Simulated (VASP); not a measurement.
# Ir (I4/mmm) in VASP: further runs, part 2 of 2

VASP 6.6.1. The steps go on from the part before.

### Step 4. Single point, PBE (13.57 Å³/atom)

This run uses another cell than the first one, of 13.57 Å³/atom.

INCAR reads:

```
PREC = Accurate
ENCUT = 520
EDIFF = 1E-7
ISMEAR = 0
SIGMA = 0.15
LREAL = False
LASPH = True
NELM = 80
ALGO = Normal
ISIF = 2
LWAVE = False
LCHARG = True
GGA = PE
LELF = True
LVHAR = True
NBANDS = 10
```

KPOINTS reads:

```
regular mesh
0
Gamma
  22 22 22
```

POSCAR reads:

```
Ir
1.0
    0.0000000000      2.0626463778      1.5944256501
    2.0626463778      0.0000000000      1.5944256501
    2.0626463778      2.0626463778      0.0000000000
Ir
1
Direct
    0.0000000000      0.0000000000      0.0000000000
```

Potentials or basis: VASP PAW PBE potentials, release 64 (Ir).

Started as:

```sh
$ cat potpaw_PBE.64/Ir/POTCAR > POTCAR
$ mpirun -np 1 vasp_std > vasp.out
```

OUTCAR:

```text
PREC = Accurate
   ENCUT = 520
   EDIFF = 1E-7
   ISMEAR = 0
   LREAL = False
   LASPH = True
   NELM = 80
   ISIF = 2
   GGA = PE

 ion  position               nearest neighbor table
   1  0.000  0.000  0.000-

  LATTYP: Found a body centered tetragonal cell.
 ALAT       =     2.9170224819
 C/A-ratio  =     1.0931870838

  Lattice vectors:

 A1 = (   0.0000000000,  -2.0626463778,  -1.5944256501)
 A2 = (   0.0000000000,   2.0626463778,  -1.5944256501)
 A3 = (   2.0626463778,   0.0000000000,   1.5944256501)

Analysis of symmetry for initial positions (statically):
=====================================================================
 Subroutine PRICEL returns:
 Original cell was already a primitive cell.

 Routine SETGRP: Setting up the symmetry group for a
 body centered tetragonal supercell.

 Subroutine GETGRP returns: Found 16 space group operations
 (whereof 16 operations were pure point group operations)
 out of a pool of 16 trial point group operations.

The static configuration has the point symmetry D_4h.

Analysis of symmetry for dynamics (positions and initial velocities):
=====================================================================
 Subroutine PRICEL returns:
 Original cell was already a primitive cell.

 Routine SETGRP: Setting up the symmetry group for a
 body centered tetragonal supercell.

 Subroutine GETGRP returns: Found 16 space group operations
 (whereof 16 operations were pure point group operations)
 out of a pool of 16 trial point group operations.

The dynamic configuration has the point symmetry D_4h.

 Subroutine INISYM returns: Found 16 space group operations
 (whereof 16 operations are pure point group operations),
 and found     1 'primitive' translations

----------------------------------------------------------------------------------------

                                     Primitive cell

  volume of cell :      13.5670

[... 103 lines left out ...]
   IALGO  =     38    algorithm
   IMIX   =      4    mixing-type and parameters
     AMIX     =   0.40;   BMIX     =  1.00
     AMIX_MAG =   1.60;   BMIX_MAG =  1.00
  volume/ion in A,a.u.               =      13.57        91.55
  Fermi-wavevector in a.u.,A,eV,Ry     =   1.427779  2.698112 27.736205  2.038554
  Thomas-Fermi vector in A             =   2.547912
   LORBIT       =      0    0 simple, 1 ext, 2 COOP (PROOUT), +10 PAW based schemes
   GGA     = PE    functional components
   LHFCALC =     F    Hartree Fock is set to
   AEXX    =    0.0000 exact exchange contribution
   IVDW    =     0    specifies the selected vdW correction
   LEPSILON=     F    determine dielectric tensor
   LRPA    =     F    only Hartree local field effects (RPA)
 non-spin polarized calculation
 Gauss-broadening in eV      SIGMA  =   0.15
  energy-cutoff  :      520.00
  volume of cell :       13.57
 maximum number of plane-waves:       394
   NGX =  9   NGY =  9   NGZ = 11

 number of electron       8.9999999 magnetization

 Free energy of the ion-electron system (eV)
  ---------------------------------------------------
  ext. energy  EPLUGINS =         0.00000000
  ---------------------------------------------------
  free energy    TOTEN  =        -8.20263260 eV

  energy without entropy =       -8.18571828  energy(sigma->0) =       -8.19417544

 E-fermi :  10.9219     XC(G=0): -14.2235

 val. band max:       10.9207349257   @ k =   0.3182   0.1818   0.0909
 cond. band min:      10.9223464424   @ k =  -0.2273   0.3182   0.1364
 fundamental gap:      0.0016115167
 Fermi energy:        10.9218686947

 k-point     1 :       0.0000    0.0000    0.0000
  band No.  band energies     occupation
      1      -0.4212      2.00000
      2       6.6669      2.00000
      3       6.6669      2.00000
      4       7.5735      2.00000
      5       9.3920      2.00000
      6      10.8397      1.56127
      7      26.6780      0.00000
      8      28.5724      0.00000
      9      28.5724      0.00000
     10      38.5127      0.00000
[... 287 lines left out ...]
 k-point    24 :      -0.4545    0.0455    0.0000
  band No.  band energies     occupation
      1       2.7350      2.00000
      2       5.3852      2.00000
      3       8.8312      2.00000
      4       9.9177      2.00000
      5      11.6728      0.00000
      6      12.9851      0.00000
      7      19.7611      0.00000
      8      24.6053      0.00000
      9      29.5277      0.00000
     10      34.7415      0.00000

 [... further k-points ...]
[... 5 lines left out ...]
  --------------------------------------------------------------------------------------
  -------------------------------------------------------------------------------------
  Total        1.8664396      1.8664396      6.2312574      0.0000000      0.0000000      0.0000000
  in kB      220.4147757    220.4147757    735.8722831      0.0000000      0.0000000      0.0000000
  external PRESSURE =     392.2339449 kB  Pullay stress =       0.0000000 kB

 VOLUME and BASIS-vectors are now :
 -----------------------------------------------------------------------------
  energy-cutoff  :      520.00
  volume of cell :       13.57
      direct lattice vectors                 reciprocal lattice vectors
     0.000000000  2.062646378  1.594425650    -0.242407039  0.242407039  0.313592547
     2.062646378  0.000000000  1.594425650     0.242407039 -0.242407039  0.313592547
     2.062646378  2.062646378  0.000000000     0.242407039  0.242407039 -0.313592547

 POSITION                                       TOTAL-FORCE (eV/Angst)
 -----------------------------------------------------------------------------------
      0.00000      0.00000      0.00000         0.000000     -0.000000      0.000000
 -----------------------------------------------------------------------------------
    total drift:                                0.000000     -0.000000     -0.000000

  FREE ENERGIE OF THE ION-ELECTRON SYSTEM (eV)
  ---------------------------------------------------
  free  energy   TOTEN  =        -8.2026325984 eV

  energy  without entropy=       -8.1857182800  energy(sigma->0) =       -8.19417544
```

OSZICAR:

```text
N       E                     dE             d eps       ncg     rms          rms(c)
DAV:   1     0.493160273787E+02    0.49316E+02   -0.44118E+03 16824   0.826E+02
DAV:   2    -0.778057722253E+01   -0.57097E+02   -0.54680E+02 17154   0.200E+02
DAV:   3    -0.866141485449E+01   -0.88084E+00   -0.87693E+00 19180   0.300E+01
DAV:   4    -0.866971891549E+01   -0.83041E-02   -0.83023E-02 19076   0.273E+00
DAV:   5    -0.866988245506E+01   -0.16354E-03   -0.16354E-03 19610   0.368E-01    0.180E+01
DAV:   6    -0.829261667136E+01    0.37727E+00   -0.57928E-01 18632   0.927E+00    0.832E+00
DAV:   7    -0.820822700613E+01    0.84390E-01   -0.24197E-01 20712   0.550E+00    0.168E+00
DAV:   8    -0.820404001666E+01    0.41870E-02   -0.10482E-02 18458   0.149E+00    0.969E-01
DAV:   9    -0.820262531780E+01    0.14147E-02   -0.66284E-04 18370   0.369E-01    0.201E-02
DAV:  10    -0.820263144561E+01   -0.61278E-05   -0.43206E-06 21932   0.172E-02    0.968E-03
DAV:  11    -0.820263256839E+01   -0.11228E-05   -0.47721E-07 18790   0.775E-03    0.110E-03
DAV:  12    -0.820263259842E+01   -0.30030E-07   -0.86820E-09  9774   0.893E-04
   1 F= -.82026326E+01 E0= -.81941754E+01  d E =-.169143E-01
```

stdout:

```text
POSCAR found type information on POSCAR Ir
 POSCAR found :  1 types and       1 ions
 scaLAPACK will be used
 LDA part: xc-table for (Slater+PW92), standard interpolation
 POSCAR, INCAR and KPOINTS ok, starting setup
 FFT: planning ... GRIDC
 FFT: planning ... GRID_SOFT
 FFT: planning ... GRID
 WAVECAR not read
 entering main loop
```

Wall time 38 s (1 thread of Intel Xeon 6975P-C (Granite Rapids), shared host); peak memory 0.24 GiB.

What came out:

```
Free energy            : -8.2026 eV
Pressure               : 39.2 GPa
Band gap on the k mesh : zero (an odd number of electrons rules out a gap without spin polarisation)
```

Caveat: the cell stands under pressure; spin-orbit coupling is left out, which moves the levels of the heavy elements.

### Step 5. Overview

```csv
cell,gap on the mesh (eV),pressure (GPa)
"a = 2.599, b = 2.599, c = 2.851 Å, angles 56.7, 56.7, 66.5°, 1 atom",none,45.1
"a = 2.610, b = 2.610, c = 3.124 Å, angles 53.2, 53.2, 73.5°, 1 atom",none,39.6
"a = 2.607, b = 2.607, c = 2.917 Å, angles 56.0, 56.0, 68.0°, 1 atom",none,39.2
```

Alike in all rows: task single point; level PBE; potentials or basis VASP PAW PBE potentials, release 64 (Ir); no spin polarisation; k mesh 22 × 22 × 22; cutoff (eV) 520; smearing gaussian 0.15 eV.

Caveats: the cell stands under pressure; spin-orbit coupling is left out, which moves the levels of the heavy elements.

Total energies depend on the potentials used, so only differences within one code and one set of settings carry meaning.
